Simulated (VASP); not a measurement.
# Y (Im-3m) in VASP: density of states with PBE

Aim: the density of states of Y with PBE.

Program: VASP 6.6.1. These are calculated values, not measurements. Logs are shortened: lines on timing, memory, paths and dates and some standing lists are left out, and cuts for length are marked.

### 1 The cell of the first run

Symmetry: Im-3m, No. 229, cubic system. The conventional cell has a = 4.629 Å, b = 4.629 Å, c = 4.629 Å, α = 90.00°, β = 90.00°, γ = 90.00°. Within 5.3 Å of Y (site symmetry m-3m) lie 14 Y at 4.01 to 4.63 Å.

### 2 Density of states, PBE

Contents of POSCAR:

```
Y
1.0
   -2.3143130000      2.3143130000      2.3143130000
    2.3143130000     -2.3143130000      2.3143130000
    2.3143130000      2.3143130000     -2.3143130000
Y
1
Direct
    0.0000000000      0.0000000000      0.0000000000
```

Contents of INCAR.step1:

```
ALGO     = Normal         # electronic algorithm
EDIFF    = 1E-6           # SCF threshold, eV
ENCUT    = 520            # plane-wave cutoff, eV
GGA      = PE             # functional
ISIF     = 2              # what is computed and relaxed
ISMEAR   = -1             # smearing method
LASPH    = True           # aspherical terms in the spheres
LCHARG   = True           # write CHGCAR
LMAXMIX  = 4              # l up to which the mixer works
LREAL    = False          # projectors in reciprocal space
LWAVE    = False          # write WAVECAR
NBANDS   = 12             # bands
NELM     = 80             # most SCF steps
PREC     = Accurate       # precision mode
SIGMA    = 0.1            # smearing width, eV
```

Contents of KPOINTS.step1:

```
k-points
0
Gamma
  10 10 10
```

Contents of INCAR.step2:

```
ALGO     = Normal         # electronic algorithm
EDIFF    = 1E-6           # SCF threshold, eV
ENCUT    = 520            # plane-wave cutoff, eV
GGA      = PE             # functional
ICHARG   = 11             # starting density
ISIF     = 2              # what is computed and relaxed
ISMEAR   = -5             # smearing method
LASPH    = True           # aspherical terms in the spheres
LCHARG   = False          # write CHGCAR
LMAXMIX  = 4              # l up to which the mixer works
LORBIT   = 11             # projections on sites
LREAL    = False          # projectors in reciprocal space
LWAVE    = False          # write WAVECAR
NEDOS    = 1001           # points of the DOS
NELM     = 80             # most SCF steps
PREC     = Accurate       # precision mode
SIGMA    = 0.1            # smearing width, eV
```

Contents of KPOINTS.step2:

```
k-points
0
Gamma
  15 15 15
```

Potentials or basis: VASP PAW PBE potentials, release 64 (Y_sv).

Run with:

```bash
> cat potpaw_PBE.64/Y_sv/POTCAR > POTCAR
> cp INCAR.step1 INCAR
> cp KPOINTS.step1 KPOINTS
> mpirun -np 1 vasp_std > vasp.out
> cp INCAR.step2 INCAR
> cp KPOINTS.step2 KPOINTS
> mpirun -np 1 vasp_std > vasp.out
```

OUTCAR:

```text
EDIFF = 1E-6
   ENCUT = 520
   GGA = PE
   ICHARG = 11
   ISIF = 2
   ISMEAR = -5
   LASPH = True
   LORBIT = 11
   LREAL = False
   NELM = 80
   PREC = Accurate

 ion  position               nearest neighbor table
   1  0.000  0.000  0.000-

  LATTYP: Found a body centered cubic cell.
 ALAT       =     4.6286260000

  Lattice vectors:

 A1 = (  -2.3143130000,   2.3143130000,   2.3143130000)
 A2 = (   2.3143130000,  -2.3143130000,   2.3143130000)
 A3 = (   2.3143130000,   2.3143130000,  -2.3143130000)

Analysis of symmetry for initial positions (statically):
=====================================================================
 Subroutine PRICEL returns:
 Original cell was already a primitive cell.

 Routine SETGRP: Setting up the symmetry group for a
 body centered cubic supercell.

 Subroutine GETGRP returns: Found 48 space group operations
 (whereof 48 operations were pure point group operations)
 out of a pool of 48 trial point group operations.

The static configuration has the point symmetry O_h .

Analysis of symmetry for dynamics (positions and initial velocities):
=====================================================================
 Subroutine PRICEL returns:
 Original cell was already a primitive cell.

 Routine SETGRP: Setting up the symmetry group for a
 body centered cubic supercell.

 Subroutine GETGRP returns: Found 48 space group operations
 (whereof 48 operations were pure point group operations)
 out of a pool of 48 trial point group operations.

The dynamic configuration has the point symmetry O_h .

 Subroutine INISYM returns: Found 48 space group operations
 (whereof 48 operations are pure point group operations),
 and found     1 'primitive' translations

----------------------------------------------------------------------------------------

                                     Primitive cell

  volume of cell :      49.5823

  direct lattice vectors                    reciprocal lattice vectors
    -2.314313000  2.314313000  2.314313000     0.000000000  0.216046835  0.216046835
     2.314313000 -2.314313000  2.314313000     0.216046835  0.000000000  0.216046835
     2.314313000  2.314313000 -2.314313000     0.216046835  0.216046835  0.000000000

  length of vectors
     4.008507701  4.008507701  4.008507701     0.305536365  0.305536365  0.305536365

  position of ions in fractional coordinates (direct lattice)
     0.000000000  0.000000000  0.000000000
[... 79 lines left out ...]
   LREAL  =      F    real-space projection
   EDIFFG = 0.1E-04   stopping-criterion for IOM
   NSW    =      0    number of steps for IOM
   IBRION =     -1    ionic relax: 0-MD 1-quasi-New 2-CG
   NFREE  =      0    steps in history (QN), initial steepest desc. (CG)
   ISIF   =      2    stress and relaxation
   ISYM   =      2    0-nonsym 1-usesym 2-fastsym
   POTIM  = 0.5000    time-step for ionic-motion
   TEBEG  =    0.0;   TEEND  =   0.0 temperature during run
   PSTRESS=    0.0 pullay stress
   NELECT =      11.0000    total number of electrons
   NUPDOWN=      -1.0000    fix difference up-down
   EMIN   =  10.00;   EMAX   =-10.00  energy-range for DOS
   EFERMI =   0.00;   METHOD = LEGACY
   ISMEAR =    -5;   SIGMA  =   0.10  broadening in eV -4-tet -1-fermi 0-gaus
   EFERMI_NEDOS =   21; number of points for ismear=-14 and -15
   IALGO  =     38    algorithm
   IMIX   =      4    mixing-type and parameters
     AMIX     =   0.40;   BMIX     =  1.00
     AMIX_MAG =   1.60;   BMIX_MAG =  1.00
  volume/ion in A,a.u.               =      49.58       334.60
  Fermi-wavevector in a.u.,A,eV,Ry     =   0.991053  1.872819 13.363458  0.982186
  Thomas-Fermi vector in A             =   2.122767
   LORBIT       =     11    0 simple, 1 ext, 2 COOP (PROOUT), +10 PAW based schemes
   GGA     = PE    functional components
   LHFCALC =     F    Hartree Fock is set to
   AEXX    =    0.0000 exact exchange contribution
   IVDW    =     0    specifies the selected vdW correction
   LEPSILON=     F    determine dielectric tensor
   LRPA    =     F    only Hartree local field effects (RPA)
 non-spin polarized calculation
 Fermi weights with tetrahedron method with Bloechl corrections
  energy-cutoff  :      520.00
  volume of cell :       49.58
 maximum number of plane-waves:      1409
 NGX is ok and might be reduce to    30

 number of electron      11.0000001 magnetization

 Free energy of the ion-electron system (eV)
  ---------------------------------------------------
  ext. energy  EPLUGINS =         0.00000000
  ---------------------------------------------------
  free energy    TOTEN  =        -5.73676739 eV

  energy without entropy =       -5.73676739  energy(sigma->0) =       -5.73676739

 E-fermi :   1.3483     XC(G=0):  -7.9831

 val. band max:        1.3446322764   @ k =   0.4000   0.1333   0.0000
 cond. band min:       1.3236534463   @ k =  -0.3333  -0.4000   0.0667
 fundamental gap:     -0.0209788301
 Fermi energy:         1.3483263717

 k-point     1 :       0.0000    0.0000    0.0000
  band No.  band energies     occupation
      1     -42.6481      2.00000
      2     -22.4685      2.00000
      3     -22.4685      2.00000
      4     -22.4685      2.00000
      5      -2.6527      2.00000
      6       2.4976      0.00000
      7       2.4976      0.00000
      8       2.4976      0.00000
      9       3.7002      0.00000
[... 265 lines left out ...]
 k-point    24 :       0.4000    0.2000    0.0000
  band No.  band energies     occupation
      1     -42.6377      2.00000
      2     -22.5757      2.00000
      3     -22.5266      2.00000
      4     -22.4804      2.00000
      5       0.3753      2.00000
      6       1.2530      2.04515
      7       1.5058     -0.03186
      8       3.5284      0.00000
      9       3.9768      0.00000

 [... further k-points ...]
[... 5 lines left out ...]
  --------------------------------------------------------------------------------------
  -------------------------------------------------------------------------------------
  Total       -2.5845357     -2.5845357     -2.5845357      0.0000000     -0.0000000     -0.0000000
  in kB      -83.5154542    -83.5154542    -83.5154542      0.0000000     -0.0000000     -0.0000000
  external PRESSURE =     -83.5154542 kB  Pullay stress =       0.0000000 kB

 VOLUME and BASIS-vectors are now :
 -----------------------------------------------------------------------------
  energy-cutoff  :      520.00
  volume of cell :       49.58
      direct lattice vectors                 reciprocal lattice vectors
    -2.314313000  2.314313000  2.314313000     0.000000000  0.216046835  0.216046835
     2.314313000 -2.314313000  2.314313000     0.216046835  0.000000000  0.216046835
     2.314313000  2.314313000 -2.314313000     0.216046835  0.216046835  0.000000000

 POSITION                                       TOTAL-FORCE (eV/Angst)
 -----------------------------------------------------------------------------------
      0.00000      0.00000      0.00000         0.000000      0.000000      0.000000
 -----------------------------------------------------------------------------------
    total drift:                                0.000000      0.000000     -0.000000

  FREE ENERGIE OF THE ION-ELECTRON SYSTEM (eV)
  ---------------------------------------------------
  free  energy   TOTEN  =        -5.7367673871 eV

  energy  without entropy=       -5.7367673871  energy(sigma->0) =       -5.73676739

 total charge

# of ion       s       p       d       f       tot
--------------------------------------------------
    1        2.234   6.138   0.647   0.002   9.021
```

OUTCAR.step1:

```text
EDIFF = 1E-6
   ENCUT = 520
   GGA = PE
   ISIF = 2
   ISMEAR = -1
   LASPH = True
[... 575 lines left out ...]

 POSITION                                       TOTAL-FORCE (eV/Angst)
 -----------------------------------------------------------------------------------
      0.00000      0.00000      0.00000         0.000000     -0.000000      0.000000
 -----------------------------------------------------------------------------------
    total drift:                               -0.000000     -0.000000     -0.000000

  FREE ENERGIE OF THE ION-ELECTRON SYSTEM (eV)
  ---------------------------------------------------
  free  energy   TOTEN  =        -5.7941164540 eV

  energy  without entropy=       -5.6895252101  energy(sigma->0) =       -5.74182083
```

Run time: 1.8 min. Hardware: 1 thread of AMD EPYC 7R13 (Zen 3), shared host; peak memory 0.18 GiB.

Results:

| Quantity | Value |
| --- | --- |
| Valence electrons inside the program's atomic spheres | Y 9.02 |

Caveat: tetrahedron occupations give inexact forces and stress in metals.
